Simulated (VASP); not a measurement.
Input of a VASP 6.6.1 run:

INCAR

```
ALGO = Normal
EDIFF = 1E-6
ENCUT = 1000
GGA = PE
GGA_COMPAT = F
ISIF = 2
ISMEAR = -1
ISYM = 0
LASPH = T
LCHARG = T
LELF = T
LREAL = Auto
LVHAR = T
LWAVE = F
NBANDS = 92
NELM = 120
PREC = Accurate
SIGMA = 0.1172
```

Contents of KPOINTS:

```
k-points
0
Gamma
  1 1 1
```

POSCAR

```
Ba5Na4Al2O10
1.0
    6.9327090000     -0.0765500000      0.0671430000
   -0.0765500000      7.2143380000     -0.0554530000
    0.0671430000     -0.0554530000      6.7389310000
Ba O Al Na
5 10 2 4
Direct
    0.7401424780      0.9252287396      0.1650036664
    0.3867033364      0.6656660584      0.8566497799
    0.9226152180      0.6928759011      0.8203658553
    0.4559839716      0.1197803406      0.6287178259
    0.9506603565      0.1459484708      0.6427884619
    0.1694331427      0.1020815784      0.3523326593
    0.6147085677      0.3771202052      0.8420227287
    0.0043004390      0.4675136874      0.4671444614
    0.4408273917      0.5407591037      0.3572685699
    0.2409786464      0.7756826366      0.5680811838
    0.6964136449      0.8508006932      0.6854869340
    0.6941176663      0.1832049894      0.3262223821
    0.4442470394     -0.0216454745      0.0284406554
    0.0849720511      0.7064760723      0.1731117204
    1.0556836920      0.0405994471      0.9713008771
    0.2048912930     -0.0231346967      0.1412556525
    0.2093813021      0.6014020029      0.3784860027
    0.7094698367      0.4870108808      0.1950875118
   -0.0312516412      0.2781422744      0.1753321339
    0.4005927460      0.2804355118      0.1784609446
    0.6580862177      0.5630907953      0.5431594701
```

Potentials or basis: VASP PAW PBE potentials, release 64 (Ba_sv, O_h, Al, Na_sv).

The run is started by

```sh
$ cat potpaw_PBE.64/Ba_sv/POTCAR potpaw_PBE.64/O_h/POTCAR potpaw_PBE.64/Al/POTCAR potpaw_PBE.64/Na_sv/POTCAR > POTCAR
$ mpirun -np 1 vasp_gam > vasp.out
```

Question: What does it give for the largest force?

Answer: 4.235 eV/Å.

Question: What does it give for the pressure?

Answer: 11.3 GPa.

Forces in eV/Å, atoms in the order of the input:
```
Ba   0.256 -1.253  1.138
Ba   0.486 -0.447  0.136
Ba   2.795 -2.397 -1.129
Ba  -0.410 -0.463  0.027
Ba  -0.353  0.873 -1.043
O    0.606  0.709  0.132
O    0.741  1.046  0.442
O    0.010  0.026  0.309
O    0.273 -1.081 -2.232
O   -1.017  0.395  0.794
O   -1.522  1.052 -0.807
O   -0.409  1.703  1.508
O   -2.554  0.105  0.059
O    1.637  0.825 -0.669
O   -2.097  1.237 -2.232
Al   1.918 -3.473  1.483
Al  -2.735  1.963  1.536
Na  -0.001 -0.490 -0.261
Na   0.476  0.382  0.467
Na   0.885 -0.132 -0.244
Na   1.015 -0.581  0.586
```

Caveat: the k points lie up to 0.93 Å⁻¹ apart, too coarse for converged energies, forces and pressures; the atoms stand as in a frame of molecular dynamics.
